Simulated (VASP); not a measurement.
Runs of VASP 6.6.1 on TiCo3. The structure is that of space group Pm-3m (No. 221), or close to it. The cells are those of the table. 

```tsv
task	potentials or basis	cell	k mesh	cutoff (eV)	smearing	gap on the mesh (eV)	pressure (GPa)	moment (μB)
single point	VASP PAW PBE potentials, release 64 (Ti_sv, Co)	a = 3.528 Å, 4 atoms	14 × 14 × 14	520	gaussian 0.15 eV	none	(b)	0.50
electric field gradients	VASP PAW PBE potentials, release 64 (Ti_sv, Co)	a = 3.529 Å, 4 atoms	12 × 12 × 12	520	gaussian 0.2 eV	none	(a)	0.59
relaxation of cell and atoms	VASP PAW PBE potentials, release 64 (Ti_sv, Co)	relaxed to 5 GPa from a = 3.529 Å, 4 atoms	12 × 12 × 12	600	gaussian 0.2 eV	none	5.0	0.00
single point	VASP PAW PBE potentials, release 64 (Ti_sv, Co_sv)	a = 3.483 Å, 4 atoms	12 × 12 × 12	690	gaussian 0.1 eV	none	9.0	0.46
single point	VASP PAW PBE potentials, release 64 (Ti_sv, Co)	a = 3.552 Å, 4 atoms	12 × 12 × 12	520	gaussian 0.2 eV	none	-4.7	0.97
```

Alike in all rows: level PBEsol; spin collinear, ferromagnetic start.

Problem. Estimate the missing entries.

Solution. (a) -0.7; (b) -0.8.

Caveats: the PAW data sets were made with another functional, which shifts forces and pressure a little; the cell is relaxed towards a set pressure, so the run minimises the enthalpy, not the energy (at least some runs); the cell stands under pressure (at least some runs); the cell stands under tension (at least some runs).

A gap of «none» marks levels without a gap at the run's occupations.

The runs don't all hold the same shells in valence.
